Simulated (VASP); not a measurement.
Write the native input for VASP 6.6.1 that does the following.

- Task: single point
- Functional: PBEsol
- Potentials or basis: VASP PAW PBE potentials, release 64 (Ba_sv, Ti_sv, O)
- Cutoff: 520 eV
- k mesh: 4 × 4 × 4
- Occupations: gaussian, width 0.01 eV
- Spin: no spin polarisation
- Hubbard terms: Ti d U = 1.5 eV
- Dipole correction: no
- Further INCAR settings: ALGO = Normal; EDIFF = 1e-07; NBANDS = 28

The structure of BaTiO3 lies in POSCAR:

```
BaTiO3
1.0
    3.9855000000      0.0000000000      0.0000000000
    0.0000000000      2.8369000000      2.8451500000
    0.0000000000     -2.8369000000      2.8451500000
Ba Ti O
1 1 3
Direct
    0.0000000000      0.0000000000      0.0000000000
    0.5000000000      0.5124000000      0.5124000000
    0.0000000000      0.4874000000      0.4874000000
    0.5000000000      0.5052400000      0.9918400000
    0.5000000000      0.9918400000      0.5052400000
```

One way to write it, as run:

INCAR

```
SYSTEM = BaTiO3
PREC     = Accurate       ! precision mode
ENCUT    = 520            ! plane-wave cutoff, eV
EDIFF    = 1E-7           ! SCF threshold, eV
ISMEAR   = 0              ! smearing method
SIGMA    = 0.01           ! smearing width, eV
LREAL    = .FALSE.        ! projectors in reciprocal space
LASPH    = .TRUE.         ! aspherical terms in the spheres
NELM     = 150            ! most SCF steps
ALGO     = Normal         ! electronic algorithm
ISIF     = 2              ! what is computed and relaxed
LWAVE    = .FALSE.        ! write WAVECAR
LCHARG   = .TRUE.         ! write CHGCAR
LMAXMIX  = 4              ! l up to which the mixer works
LDAU     = .TRUE.         ! DFT+U
LDAUTYPE = 2            
LDAUL    = -1 2 -1        ! shell
LDAUU    = 0 1.5 0        ! U, eV
LDAUJ    = 0 0 0        
LDAUPRINT= 1            
GGA      = PS             ! functional
LELF     = .TRUE.         ! ELF
LVHAR    = .TRUE.       
NBANDS   = 28             ! bands
```

KPOINTS

```
Automatic mesh
0
G
  4 4 4
  0 0 0
```

Potentials or basis: VASP PAW PBE potentials, release 64 (Ba_sv, Ti_sv, O).

The run is started by

```sh
$ cat potpaw_PBE.64/Ba_sv/POTCAR potpaw_PBE.64/Ti_sv/POTCAR potpaw_PBE.64/O/POTCAR > POTCAR
$ mpirun -np 1 vasp_std > vasp.out
```

Results of the run:

| Property | Result |
| --- | --- |
| Pressure | -0.9 GPa |
| Largest force | 0.211 eV/Å |
| Band gap on the k mesh | 1.95 eV (least direct gap 2.17 eV) |

Caveat: the PAW data sets were made with another functional, which shifts forces and pressure a little; spin-orbit coupling is left out, which moves the levels of the heavy elements.

It took 62 s on 1 thread of Intel Xeon 8259CL, on a shared host, peak memory 0.19 GiB.
